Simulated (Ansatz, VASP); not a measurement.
# Mo in VASP and in Ansatz

Contents of POSCAR:

```
Mo
1.0
   -1.5838089719      1.5838089719      1.5838089719
    1.5838089719     -1.5838089719      1.5838089719
    1.5838089719      1.5838089719     -1.5838089719
Mo
1
Direct
    0.0000000000      0.0000000000      0.0000000000
```

The input INCAR.step1:

```
PREC     = Accurate       # precision mode
ENCUT    = 520            # plane-wave cutoff, eV
ISMEAR   = -1             # smearing method
SIGMA    = 0.01           # smearing width, eV
LREAL    = False          # projectors in reciprocal space
LASPH    = True           # aspherical terms in the spheres
NELM     = 150            # most SCF steps
MAGMOM   = 0 0 0          # initial moments
LSORBIT  = True           # spin-orbit coupling
GGA_COMPAT= False        
LMAXMIX  = 4              # l up to which the mixer works
NBANDS   = 25             # bands
GGA      = PE             # functional
ALGO     = Normal         # electronic algorithm
EDIFF    = 1E-4           # SCF threshold, eV
LWAVE    = True           # write WAVECAR
LCHARG   = False          # write CHGCAR
```

Contents of INCAR.step2:

```
PREC     = Accurate       # precision mode
ENCUT    = 520            # plane-wave cutoff, eV
EDIFF    = 1E-8           # SCF threshold, eV
ISMEAR   = -1             # smearing method
SIGMA    = 0.01           # smearing width, eV
LREAL    = False          # projectors in reciprocal space
LASPH    = True           # aspherical terms in the spheres
NELM     = 150            # most SCF steps
ALGO     = Normal         # electronic algorithm
ISIF     = 2              # what is computed and relaxed
LWAVE    = False          # write WAVECAR
LCHARG   = False          # write CHGCAR
MAGMOM   = 0 0 0          # initial moments
LORBIT   = 11             # projections on sites
LSORBIT  = True           # spin-orbit coupling
GGA_COMPAT= False        
LORBMOM  = True         
LMAXMIX  = 4              # l up to which the mixer works
METAGGA  = R2SCAN         # meta-GGA
LMIXTAU  = True         
IVDW     = 12             # dispersion correction
VDW_S6   = 1.0          
VDW_S8   = 0.78981345   
VDW_A1   = 0.49484001   
VDW_A2   = 5.73083694   
LEFG     = True         
NBANDS   = 25             # bands
ISTART   = 1
```

The input KPOINTS:

```
regular mesh
0
Gamma
  12 12 12
```

The input input.yaml:

```yaml
crystal:
  lattice:
    - [-1.5838089719, 1.5838089719, 1.5838089719]
    - [1.5838089719, -1.5838089719, 1.5838089719]
    - [1.5838089719, 1.5838089719, -1.5838089719]
  atoms:
    - { symbol: Mo, position: [0.0, 0.0, 0.0] }
hamiltonian:
  xc: r2scan
  pseudopotentials: { kind: paw_fr }
  dispersion: d3bj
magnetization:
  noncollinear: true
  spin_orbit: true
kpoints:
  mp_grid: { grid: [12, 12, 12] }
scf:
  occupations: { method: fermi_dirac, width: 0.01 }
output:
  forces: true
  stress: true
  eigenvalues: true
  efg: {}
```

Alike in both runs: task electric field gradients; functional r2SCAN; dispersion D3(BJ); k mesh 12 × 12 × 12; occupations fermi-dirac, width 0.01 eV; non-collinear spin, spin-orbit coupling.

```csv
,VASP,Ansatz
version,VASP 6.6.1,Ansatz 0.2.0
potentials or method,"VASP PAW PBE potentials, release 64 (Mo_sv)",Ansatz PAW
plane-wave cutoff (eV),520,500
valence electrons in the cell,14,14
```

```csv
,VASP,Ansatz,Ansatz less VASP
pressure (GPa),-6.7,-7.7,-1.06
```

VASP's potentials were made for PBE, not for r2SCAN.
